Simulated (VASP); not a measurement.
Write the native input for VASP 6.6.1 that does the following.

| Item | Value |
| --- | --- |
| Task | single point |
| Functional | PBE |
| Potentials or basis | VASP PAW PBE potentials, release 64 (Bi_d) |
| Cutoff | 520 eV |
| k mesh | 8 × 8 × 8 |
| Occupations | gaussian, width 0.1 eV |
| Spin | no spin polarisation |
| Dipole correction | no |
| Further INCAR settings | ALGO = Fast; EDIFF = 1e-07; NBANDS = 14 |

The structure of Bi lies in POSCAR:

```
Bi
1.0
   -1.9007245728      1.9007245728      1.9007245728
    1.9007245728     -1.9007245728      1.9007245728
    1.9007245728      1.9007245728     -1.9007245728
Bi
1
Direct
    0.0000000000      0.0000000000      0.0000000000
```

One way to write it, as run:

INCAR

```
  PREC = Accurate
  ENCUT = 520
  EDIFF = 1E-7
  ISMEAR = 0
  SIGMA = 0.1
  LREAL = F
  LASPH = T
  NELM = 80
  ALGO = Fast
  ISIF = 2
  LWAVE = F
  LCHARG = F
  GGA = PE
  NBANDS = 14
```

KPOINTS

```
Automatic mesh
0
Gamma
  8 8 8
```

Potentials or basis: VASP PAW PBE potentials, release 64 (Bi_d).

Run with:

```bash
$ cat potpaw_PBE.64/Bi_d/POTCAR > POTCAR
$ mpirun -np 1 vasp_std > vasp.out
```

Results of the run:

The pressure is 10.0 GPa.

Run time: 9.6 s on 1 thread of Intel(R) Xeon(R) Platinum 8259CL CPU @ 2.50GHz (Skylake/Cascade Lake), with other jobs on the host, peak memory 0.13 GiB.
